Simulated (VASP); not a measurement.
# AgB2Ru2 (I4/mmm) in VASP: single point with PBE

Aim: the single point of AgB2Ru2 with PBE.

Program: VASP 6.6.1. These are calculated values, not measurements. Logs are shortened: lines on timing, memory, paths and dates and some standing lists are left out, and cuts for length are marked.

## 1. The cell of the first run

The structure is tetragonal, space group I4/mmm (No. 139). Conventional cell: a = 3.933 Å, b = 3.933 Å, c = 8.893 Å, α = 90.00°, β = 90.00°, γ = 90.00°. Within 3.8 Å of Ag (site symmetry 4/mmm) lie 10 B at 2.91 to 3.18 Å and 8 Ru at 2.97 Å. Within 2.8 Å of Ru (site symmetry -4m2) lie 4 B at 2.08 Å and 4 Ru at 2.78 Å. Within 2.8 Å of B (site symmetry 4mm) lie 4 Ru at 2.08 Å.

## 2. Single point, PBE

Input file INCAR:

```
SYSTEM = AgB2Ru2
PREC = Accurate
ENCUT = 520
EDIFF = 1E-6
ISMEAR = 0
SIGMA = 0.2724
LREAL = .False.
LASPH = .True.
NELM = 60
ALGO = Normal
ISIF = 2
LWAVE = .False.
LCHARG = .True.
GGA = PE
LELF = .True.
LVHAR = .True.
NBANDS = 30
```

Input file KPOINTS:

```
regular mesh
0
Gamma
  7 7 7
  0 0 0
```

Input file POSCAR:

```
AgB2Ru2
1.0
    0.0000000000      3.9333360618      0.0000002290
    3.9333360618      0.0000000000      0.0000002290
    1.9666682898      1.9666682898     -4.4466105814
Ag Ru B
1 2 2
Direct
    0.0000000000      0.0000000000      0.0000000000
    0.7500000000      0.2500000000      0.5000000000
    0.2500000000      0.7500000000      0.5000000000
    0.3268920628      0.3268920628      0.3462158745
    0.6731079372      0.6731079372      0.6537841255
```

Potentials or basis: VASP PAW PBE potentials, release 64 (Ag, Ru_pv, B).

On the command line:

```
> cat potpaw_PBE.64/Ag/POTCAR potpaw_PBE.64/Ru_pv/POTCAR potpaw_PBE.64/B/POTCAR > POTCAR
> mpirun -np 1 vasp_std > vasp.out
```

OUTCAR:

```text
SYSTEM = AgB2Ru2
   PREC = Accurate
   ENCUT = 520
   EDIFF = 1E-6
   ISMEAR = 0
   LREAL = .False.
   LASPH = .True.
   NELM = 60
   ISIF = 2
   GGA = PE

 ion  position               nearest neighbor table
   1  0.000  0.000  0.000-   2 2.97   3 2.97   2 2.97   3 2.97   2 2.97   3 2.97   2 2.97   3 2.97

   2  0.750  0.250  0.500-   4 2.08   5 2.08   4 2.08   5 2.08   3 2.78   3 2.78   3 2.78   3 2.78
                             1 2.97   1 2.97   1 2.97   1 2.97
   3  0.250  0.750  0.500-   4 2.08   5 2.08   4 2.08   5 2.08   2 2.78   2 2.78   2 2.78   2 2.78
                             1 2.97   1 2.97   1 2.97   1 2.97
   4  0.327  0.327  0.346-   2 2.08   3 2.08   3 2.08   2 2.08
   5  0.673  0.673  0.654-   2 2.08   3 2.08   3 2.08   2 2.08

  LATTYP: Found a body centered tetragonal cell.
 ALAT       =     3.9333360618
 C/A-ratio  =     2.2609869793

  Lattice vectors:

 A1 = (  -1.9666682898,   1.9666677720,   4.4466108104)
 A2 = (   1.9666677720,  -1.9666682898,   4.4466108104)
 A3 = (   1.9666682898,   1.9666682898,  -4.4466105814)

Analysis of symmetry for initial positions (statically):
=====================================================================
 Subroutine PRICEL returns:
 Original cell was already a primitive cell.

 Routine SETGRP: Setting up the symmetry group for a
 body centered tetragonal supercell.

 Subroutine GETGRP returns: Found 16 space group operations
 (whereof 16 operations were pure point group operations)
 out of a pool of 16 trial point group operations.

The static configuration has the point symmetry D_4h.

Analysis of symmetry for dynamics (positions and initial velocities):
=====================================================================
 Subroutine PRICEL returns:
 Original cell was already a primitive cell.

 Routine SETGRP: Setting up the symmetry group for a
 body centered tetragonal supercell.

 Subroutine GETGRP returns: Found 16 space group operations
 (whereof 16 operations were pure point group operations)
 out of a pool of 16 trial point group operations.

The dynamic configuration has the point symmetry D_4h.

 Subroutine INISYM returns: Found 16 space group operations
 (whereof 16 operations are pure point group operations),
 and found     1 'primitive' translations

----------------------------------------------------------------------------------------

                                     Primitive cell

  volume of cell :      68.7941

  direct lattice vectors                    reciprocal lattice vectors
     0.000000000  3.933336062  0.000000229    -0.000000007  0.254237105  0.112445205
     3.933336062  0.000000000  0.000000229     0.254237105 -0.000000007  0.112445205
     1.966668290  1.966668290 -4.446610581     0.000000013  0.000000013 -0.224890381

  length of vectors
     3.933336062  3.933336062  5.244798756     0.277993579  0.277993579  0.224890381

  position of ions in fractional coordinates (direct lattice)
     0.000000000  0.000000000  0.000000000
     0.750000000  0.250000000  0.500000000
     0.250000000  0.750000000  0.500000000
     0.326892063  0.326892063  0.346215874
     0.673107937  0.673107937  0.653784126

  ion indices of the primitive-cell ions
   primitive index   ion index
                 1           1
                 2           2
                 3           3
                 4           4
                 5           5

----------------------------------------------------------------------------------------

 KPOINTS: regular mesh

Automatic generation of k-mesh.
 Grid dimensions read from file:
 generate k-points for:    7    7    7

 Generating k-lattice:

  Cartesian coordinates                     Fractional coordinates (reciprocal lattice)
    -0.000000001  0.036319586  0.016063601     0.142857143  0.000000000  0.000000000
     0.036319586 -0.000000001  0.016063601     0.000000000  0.142857143  0.000000000
     0.000000002  0.000000002 -0.032127197     0.000000000  0.000000000  0.142857143

  Length of vectors
     0.039713368  0.039713368  0.032127197

  Shift w.r.t. Gamma in fractional coordinates (k-lattice)
     0.000000000  0.000000000  0.000000000

 Subroutine IBZKPT returns following result:
 ===========================================

 Found     40 irreducible k-points:

 Following reciprocal coordinates:
            Coordinates               Weight
  0.000000  0.000000  0.000000      1.000000
  0.142857  0.000000  0.000000      8.000000
  0.285714  0.000000 -0.000000      8.000000
  0.428571  0.000000  0.000000      8.000000
  0.142857  0.142857  0.000000      8.000000
  0.285714  0.142857 -0.000000     16.000000
[... 16 lines left out ...]
  0.285714  0.285714  0.142857      8.000000
  0.428571  0.285714  0.142857     16.000000
 [... further k-points ...]
   k-points           NKPTS =     40   k-points in BZ     NKDIM =     40   number of bands    NBANDS=     30
   number of dos      NEDOS =    301   number of ions     NIONS =      5
   total plane-waves  NPLWV =  36000
   dimension x,y,z NGX =    30 NGY =   30 NGZ =   40
   dimension x,y,z NGXF=    60 NGYF=   60 NGZF=   80
   ions per type =               1   2   2
   NGX,Y,Z   is equivalent  to a cutoff of  12.68, 12.68, 12.68 a.u.
   NGXF,Y,Z  is equivalent  to a cutoff of  25.36, 25.36, 25.36 a.u.
 SYSTEM =  AgB2Ru2
   PREC   = accura    normal or accurate (medium, high low for compatibility)
   ISTART =      0    job   : 0-new  1-cont  2-samecut
   ICHARG =      2    charge: 1-file 2-atom 10-const
   ISPIN  =      1    spin polarized calculation?
   LNONCOLLINEAR =      F non collinear calculations
   LSORBIT =      F    spin-orbit coupling
   LASPH  =      T    aspherical Exc in radial PAW
   ENCUT  =  520.0 eV  38.22 Ry    6.18 a.u.   7.31  7.31  9.75*2*pi/ulx,y,z
   NELM   =     60;   NELMIN=  2; NELMDL= -5     # of ELM steps
   EDIFF  = 0.1E-05   stopping-criterion for ELM
   LREAL  =      F    real-space projection
   EDIFFG = 0.1E-04   stopping-criterion for IOM
   NSW    =      0    number of steps for IOM
   IBRION =     -1    ionic relax: 0-MD 1-quasi-New 2-CG
   NFREE  =      0    steps in history (QN), initial steepest desc. (CG)
   ISIF   =      2    stress and relaxation
   ISYM   =      2    0-nonsym 1-usesym 2-fastsym
   POTIM  = 0.5000    time-step for ionic-motion
   TEBEG  =    0.0;   TEEND  =   0.0 temperature during run
   PSTRESS=    0.0 pullay stress
   NELECT =      45.0000    total number of electrons
   NUPDOWN=      -1.0000    fix difference up-down
   EMIN   =  10.00;   EMAX   =-10.00  energy-range for DOS
   EFERMI =   0.00;   METHOD = LEGACY
   ISMEAR =     0;   SIGMA  =   0.27  broadening in eV -4-tet -1-fermi 0-gaus
   EFERMI_NEDOS =   21; number of points for ismear=-14 and -15
   IALGO  =     38    algorithm
   IMIX   =      4    mixing-type and parameters
     AMIX     =   0.40;   BMIX     =  1.00
     AMIX_MAG =   1.60;   BMIX_MAG =  1.00
  volume/ion in A,a.u.               =      13.76        92.85
  Fermi-wavevector in a.u.,A,eV,Ry     =   1.421113  2.685514 27.477809  2.019562
  Thomas-Fermi vector in A             =   2.541957
   LORBIT       =      0    0 simple, 1 ext, 2 COOP (PROOUT), +10 PAW based schemes
   GGA     = PE    functional components
   LHFCALC =     F    Hartree Fock is set to
   AEXX    =    0.0000 exact exchange contribution
   IVDW    =     0    specifies the selected vdW correction
   LEPSILON=     F    determine dielectric tensor
   LRPA    =     F    only Hartree local field effects (RPA)
 non-spin polarized calculation
 Gauss-broadening in eV      SIGMA  =   0.27
  energy-cutoff  :      520.00
  volume of cell :       68.79
 maximum number of plane-waves:      1873
 NGX is ok and might be reduce to    30
   NGX = 15   NGY = 15   NGZ = 19

 number of electron      45.0000000 magnetization

 Free energy of the ion-electron system (eV)
  ---------------------------------------------------
  ext. energy  EPLUGINS =         0.00000000
  ---------------------------------------------------
  free energy    TOTEN  =       -33.65249840 eV

  energy without entropy =      -33.52529757  energy(sigma->0) =      -33.58889799

 E-fermi :   7.4368     XC(G=0): -11.9380

 val. band max:        7.4003425212   @ k =  -0.1429  -0.0000   0.2857
 cond. band min:       7.4440996952   @ k =  -0.2857  -0.2857   0.1429
 fundamental gap:      0.0437571740
 Fermi energy:         7.4367690232

 k-point     1 :       0.0000    0.0000    0.0000
  band No.  band energies     occupation
      1     -35.2679      2.00000
      2     -35.2679      2.00000
      3     -34.8894      2.00000
      4     -34.8894      2.00000
      5     -34.8256      2.00000
      6     -34.7373      2.00000
[... 22 lines left out ...]
     29      12.9163      0.00000
     30      15.7880      0.00000

 k-point     2 :       0.1429    0.0000    0.0000
  band No.  band energies     occupation
      1     -35.2508      2.00000
      2     -35.2495      2.00000
      3     -34.9099      2.00000
      4     -34.9085      2.00000
      5     -34.8214      2.00000
      6     -34.7418      2.00000
[... 22 lines left out ...]
     29      12.9606      0.00000
     30      14.6369      0.00000

 k-point     3 :       0.2857    0.0000   -0.0000
  band No.  band energies     occupation
      1     -35.2021      2.00000
      2     -35.1978      2.00000
      3     -34.9664      2.00000
      4     -34.9618      2.00000
      5     -34.8093      2.00000
      6     -34.7542      2.00000
[... 22 lines left out ...]
     29      13.0552      0.00000
     30      14.1155      0.00000

 k-point     4 :       0.4286    0.0000    0.0000
  band No.  band energies     occupation
      1     -35.1293      2.00000
      2     -35.1225      2.00000
      3     -35.0453      2.00000
      4     -35.0383      2.00000
      5     -34.7918      2.00000
      6     -34.7721      2.00000
[... 616 lines left out ...]
     29      13.1433      0.00000
     30      15.1691      0.00000

 k-point    23 :       0.2857    0.2857    0.1429
  band No.  band energies     occupation
      1     -35.3027      2.00000
      2     -35.1584      2.00000
      3     -35.0106      2.00000
      4     -34.8610      2.00000
      5     -34.7990      2.00000
      6     -34.7647      2.00000
[... 22 lines left out ...]
     29      12.5679      0.00000
     30      14.4884      0.00000

 k-point    24 :       0.4286    0.2857    0.1429
  band No.  band energies     occupation
      1     -35.2932      2.00000
      2     -35.2420      2.00000
      3     -34.9269      2.00000
      4     -34.8733      2.00000
      5     -34.7881      2.00000
      6     -34.7758      2.00000
[... 22 lines left out ...]
     29      12.3184      0.00000
     30      13.8519      0.00000

 [... further k-points ...]
[... 5 lines left out ...]
  --------------------------------------------------------------------------------------
  -------------------------------------------------------------------------------------
  Total        0.0211717      0.0211717     -0.0254365     -0.0000000      0.0000000      0.0000000
  in kB        0.4930771      0.4930771     -0.5924016     -0.0000000      0.0000001      0.0000001
  external PRESSURE =       0.1312509 kB  Pullay stress =       0.0000000 kB

 VOLUME and BASIS-vectors are now :
 -----------------------------------------------------------------------------
  energy-cutoff  :      520.00
  volume of cell :       68.79
      direct lattice vectors                 reciprocal lattice vectors
     0.000000000  3.933336062  0.000000229    -0.000000007  0.254237105  0.112445205
     3.933336062  0.000000000  0.000000229     0.254237105 -0.000000007  0.112445205
     1.966668290  1.966668290 -4.446610581     0.000000013  0.000000013 -0.224890381

 POSITION                                       TOTAL-FORCE (eV/Angst)
 -----------------------------------------------------------------------------------
      0.00000      0.00000      0.00000        -0.000000     -0.000000      0.000000
      1.96667      3.93334     -2.22331        -0.000000      0.000000      0.000000
      3.93334      1.96667     -2.22331         0.000000     -0.000000     -0.000000
      1.96667      1.96667     -1.53949        -0.000000     -0.000000      0.004754
      3.93334      3.93334     -2.90712         0.000000      0.000000     -0.004754
 -----------------------------------------------------------------------------------
    total drift:                                0.000000     -0.000000     -0.000000

  FREE ENERGIE OF THE ION-ELECTRON SYSTEM (eV)
  ---------------------------------------------------
  free  energy   TOTEN  =       -33.6524984049 eV

  energy  without entropy=      -33.5252975691  energy(sigma->0) =      -33.58889799
```

Wall time 53 s (1 thread of Intel Xeon Platinum 8488C (Sapphire Rapids), shared host); peak memory 0.23 GiB.

What came out:

```
Free energy   : -33.6525 eV
Pressure      : 0.0 GPa
Largest force : 0.005 eV/Å
```

Forces on the atoms (eV/Å):
```
Ag   0.000  0.000  0.000
Ru   0.000  0.000  0.000
Ru   0.000  0.000  0.000
B    0.000  0.000  0.005
B    0.000  0.000 -0.005
```
